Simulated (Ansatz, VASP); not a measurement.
**C: VASP beside Ansatz**

Contents of INCAR:

```
PREC = Accurate
ENCUT = 520
EDIFF = 1E-6
ISMEAR = 0
SIGMA = 0.1
LREAL = F
LASPH = T
NELM = 60
ALGO = Normal
ISIF = 2
LWAVE = F
LCHARG = F
GGA = PE
NBANDS = 16
```

KPOINTS

```
Automatic mesh
0
Gamma
  21 21 6
```

Contents of POSCAR:

```
C
1.0
    2.4507575197      0.0000000000      0.0000000000
   -1.2253787598      2.1224182705      0.0000000000
    0.0000000000      0.0000000000      6.1260059000
C
4
Direct
    0.0000000000      0.0000000000     -0.0147275405
    0.0000000000      0.0000000000      0.4852724595
    0.3333333333      0.6666666667      0.0197275405
    0.6666666667      0.3333333333      0.5197275405
```

Input for Ansatz:

```yaml
crystal:
  lattice:
    - [2.4507575197, 0.0, 0.0]
    - [-1.2253787598, 2.1224182705, 0.0]
    - [0.0, 0.0, 6.1260059]
  atoms:
    - { symbol: C, position: [0.0, 0.0, -0.0147275405] }
    - { symbol: C, position: [0.0, 0.0, 0.4852724595] }
    - { symbol: C, position: [0.3333333333, 0.6666666667, 0.0197275405] }
    - { symbol: C, position: [0.6666666667, 0.3333333333, 0.5197275405] }
basis:
  ecutwfc: 420
kpoints:
  mp_grid: { grid: [21, 21, 6] }
hamiltonian:
  xc: pbe
scf:
  occupations: { method: gaussian, width: 0.1 }
output:
  forces: true
  stress: true
  eigenvalues: true
  populations: true
```

Alike in both runs: task single point; functional PBE; k mesh 21 × 21 × 6; occupations gaussian, width 0.1 eV; no spin polarisation.

```csv
,VASP,Ansatz
version,VASP 6.6.1,Ansatz 0.2.0
potentials or method,"VASP PAW PBE potentials, release 64 (C), cutoff 520 eV","scalar-relativistic, plane waves, PAW"
valence electrons in the cell,16,16
```

|  | VASP | Ansatz | Ansatz less VASP |
| --- | --- | --- | --- |
| gap on the k mesh at the Fermi level (eV) | none | none | - |
| pressure (GPa) | 6.1 | 5.5 | -0.53 |
| traceless stress, the component that is largest in VASP (GPa) | -4.20 | -3.61 | +0.588 |
| rms of the force components (eV/Å) | 2.039 | 2.048 | +0.0086 |

Atom by atom the forces differ by 0.009 eV/Å (rms over components). A gap of «none» marks a metal or a gap that the smearing closes. The functional is the same, so the differences come from potentials, cutoffs and numerics.
